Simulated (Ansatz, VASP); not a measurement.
## Rb in VASP and in Ansatz

```xyz
1
Lattice="-2.8025 2.8025 2.8025 2.8025 -2.8025 2.8025 2.8025 2.8025 -2.8025" Properties=species:S:1:pos:R:3 pbc="T T T"
Rb    0.0000    0.0000    0.0000
```

Alike in both runs: task single point; functional PBE; k mesh 4 × 4 × 4; occupations gaussian, width 0.1 eV; no spin polarisation.

|  | VASP | Ansatz |
| --- | --- | --- |
| version | VASP 6.6.1 | Ansatz 0.2.0 |
| potentials or method | VASP PAW PBE potentials, release 64 (Rb_sv), cutoff 520 eV | scalar-relativistic, plane waves, PAW |
| valence electrons in the cell | 9 | 9 |

|  | VASP | Ansatz | Ansatz less VASP |
| --- | --- | --- | --- |
| gap on the k mesh at the Fermi level (eV) | none | none | - |
| pressure (GPa) | 0.2 | 0.2 | 0.00 |

A gap of «none» marks a metal or a gap that the smearing closes. With one functional, cell and mesh, what is left measures potentials, basis and numerics.

The k mesh is coarse, so the values compare programs but aren't converged.
